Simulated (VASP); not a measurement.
Wanted: the native input for a VASP 6.6.1 run.

| Item | Value |
| --- | --- |
| Task | relaxation of cell and atoms |
| Functional | PBE |
| Potentials or basis | VASP PAW PBE potentials, release 64 (K_sv, Cd, C, O, F) |
| Cutoff | 600 eV |
| k mesh | 6 × 6 × 6 |
| Occupations | gaussian, width 0.02 eV |
| Spin | no spin polarisation |
| Dipole correction | no |
| Further INCAR settings | ALGO = Normal; EDIFF = 1e-06; IBRION = 2; EDIFFG = -0.002; NSW = 100; ISIF = 3 |

The structure of KCdCO3F lies in POSCAR:

```
KCdCO3F
1.0
    5.1330249308      0.0000000000      0.0000000000
   -2.5665124654      4.4453299883      0.0000000000
    0.0000000000      0.0000000000      4.4817547254
K Cd C O F
1 1 1 3 1
Direct
    0.0000000000      0.0000000000      0.0000000000
    0.6666666667      0.3333333333      0.5000000000
    0.3333333333      0.6666666667      0.5000000000
    0.1878797140      0.3757594280      0.5000000000
    0.1878797140      0.8121202860      0.5000000000
    0.6242405720      0.8121202860      0.5000000000
    0.6666666667      0.3333333333      0.0000000000
```

One way to write it, as run:

INCAR

```
ALGO = Normal
EDIFF = 1E-6
EDIFFG = -0.002
ENCUT = 600
GGA = PE
IBRION = 2
ISIF = 3
ISMEAR = 0
LASPH = T
LCHARG = F
LREAL = F
LWAVE = F
NELM = 80
NSW = 100
PREC = Accurate
SIGMA = 0.02
```

KPOINTS

```
k-points
0
Gamma
  6 6 6
```

Potentials or basis: VASP PAW PBE potentials, release 64 (K_sv, Cd, C, O, F).

The run is started by

```console
$ cat potpaw_PBE.64/K_sv/POTCAR potpaw_PBE.64/Cd/POTCAR potpaw_PBE.64/C/POTCAR potpaw_PBE.64/O/POTCAR potpaw_PBE.64/F/POTCAR > POTCAR
$ mpirun -np 1 vasp_std > vasp.out
```

Results of the run:

- Relaxed volume: 14.66 Å³/atom
- Relaxed cell: a = 5.132 Å, b = 5.132 Å, c = 4.500 Å, α = 90.00°, β = 90.00°, γ = 120.00°
- Space group after relaxing (to 0.1 Å): P-6m2 (No. 187)
- Energy gained by relaxing: 0.3 meV/atom
- Ionic steps: 12
- Pressure after relaxing: 0.0 GPa
- Band gap on the k mesh: 1.75 eV

It took 4.4 min on 1 thread of AMD EPYC 9R45 (Zen 5), with other jobs on the host, peak memory 0.3 GiB.
